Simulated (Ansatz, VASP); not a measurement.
NaMgI3 in VASP and in Ansatz

```xyz
5
Lattice="5.6726 0.0000 0.0000 0.0000 5.7883 0.0000 0.0000 0.0000 5.7883" Properties=species:S:1:pos:R:3 pbc="T T T"
Na    0.0000    0.0000    0.0000
Mg    2.8363    2.8942    2.8942
I     2.8363    2.8942    0.0000
I     2.8363    0.0000    2.8942
I     0.0000    2.8942    2.8942
```

Change from the starting cell: uniaxial_x strain -2.0%.

Alike in both runs: task single point; functional PBE; k mesh 4 × 4 × 4; occupations fermi-dirac, width 0.02 eV; no spin polarisation.

```csv
,VASP,Ansatz
version,VASP 6.6.1,Ansatz 0.2.0
potentials or method,"VASP PAW PBE potentials, release 64 (Na_pv, Mg, I)","plane waves, PAW"
plane-wave cutoff (eV),520,420
valence electrons in the cell,30,70
```

VASP gave:

| Property | Result |
| --- | --- |
| gap on the k mesh at the Fermi level (eV) | 1.19 |
| pressure (GPa) | 0.7 |
| traceless stress, the component that is largest in VASP (GPa) | 0.34 |

Q: What did Ansatz give for the same quantities?

A: gap on the k mesh at the Fermi level (eV): 1.21; pressure (GPa): 0.7; traceless stress, the component that is largest in VASP (GPa): 0.34.

The functional is the same, so the differences come from potentials, cutoffs and numerics. VASP's potentials hold 30 valence electrons a cell and Ansatz's 70, so a difference there can come from the potentials and not from the codes.

Spin-orbit coupling is off throughout.
